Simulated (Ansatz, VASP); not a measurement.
## MgAl7N8 in VASP and in Ansatz

```
Mg Al N
1.0
     0.00000    0.00000    5.01796
    -3.13025   -5.42174    0.00000
     6.26049    0.00000    0.00000
Mg Al N
1 7 8
Direct
  0.99777 0.16574 0.83408
  0.00072 0.16329 0.33285
  0.00072 0.66692 0.83645
  0.00071 0.66696 0.33285
  0.49787 0.33409 0.17079
  0.49790 0.33407 0.66572
  0.49793 0.83238 0.16737
  0.49789 0.82903 0.66571
  0.40932 0.16574 0.83409
  0.37758 0.16375 0.33309
  0.37759 0.66670 0.83602
  0.37758 0.66673 0.33308
  0.87265 0.34415 0.19090
  0.87268 0.34410 0.65565
  0.87858 0.83238 0.16737
  0.87267 0.80894 0.65565
```

Alike in both runs: functional PBE; k mesh 2 × 2 × 2; occupations gaussian, width 0.01 eV; collinear spin.

Ansatz relaxed the structure, and its values are those at the end. VASP's run is a single point on that final structure, the one shown.

|  | VASP | Ansatz |
| --- | --- | --- |
| version | VASP 6.6.1 | Ansatz 0.2.0 |
| potentials or method | VASP PAW PBE potentials, release 64 (Mg, Al, N), cutoff 520 eV | scalar-relativistic, plane waves, PAW |
| valence electrons in the cell | 63 | 71 |

Ansatz gave:

```
gap on the k mesh at the Fermi level (eV)                     : none
rms of the force components (eV/Å)                            : 0.008
net moment per atom (μB)                                      : 0.06
size of the moment on the site where the two differ most (μB) : 0.21
```

Question: Estimate VASP's values.

Answer: gap on the k mesh at the Fermi level (eV): none; rms of the force components (eV/Å): 0.008; net moment per atom (μB): 0.06; size of the moment on the site where the two differ most (μB): 0.20.

Site moments also hang on the region over which each program counts them. A gap of «none» marks a metal or a gap that the smearing closes. VASP's potentials hold 63 valence electrons a cell and Ansatz's 71, so a difference there can come from the potentials and not from the codes.

The k mesh is coarse, so the values compare programs but aren't converged.
